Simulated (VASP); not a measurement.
BN:

```
N B
1.0
     0.00000    1.81300    1.81300
     1.81300    0.00000    1.81300
     1.81300    1.81300    0.00000
N B
1 1
Direct
  0.25000 0.25000 0.25000
  0.00000 0.00000 0.00000
```

| Property | Result |
| --- | --- |
| Program | VASP 6.6.1 |
| Task | relaxation of cell and atoms |
| Functional | PBEsol |
| Dispersion | D3(BJ) |
| Potentials or basis | VASP PAW PBE potentials, release 64 (N, B) |
| Cutoff | 600 eV |
| k mesh | 13 × 13 × 13 |
| Occupations | fermi-dirac, width 0.05 eV |
| Spin | no spin polarisation |

At the start: pressure -9.9 GPa; volume 5.96 Å³/atom.

**Question.** How do energy, volume and symmetry change on relaxing?

**Answer.** Over 3 steps the energy falls by 4.9 meV/atom and the volume is 5.80 Å³/atom (-2.6 %); space group F-43m (No. 216, to 0.05 Å).

Step by step:
| step | energy change (eV) | largest force (eV/Å) | pressure (GPa) | volume (Å³) |
| --- | --- | --- | --- | --- |
| 1 | 0.0000 | 0.0000 | -9.93 | 11.92 |
| 2 | 0.0010 | 0.0000 | 11.38 | 11.29 |
| 3 | -0.0099 | 0.0000 | -0.04 | 11.61 |

Final structure:
```xyz
2
Lattice="0.0000 1.7971 1.7971 1.7971 0.0000 1.7971 1.7971 1.7971 0.0000" Properties=species:S:1:pos:R:3 pbc="T T T"
N     0.8986    0.8986    0.8986
B     0.0000    0.0000    0.0000
```

Caveat: the PAW data sets were made with another functional, which shifts forces and pressure a little.
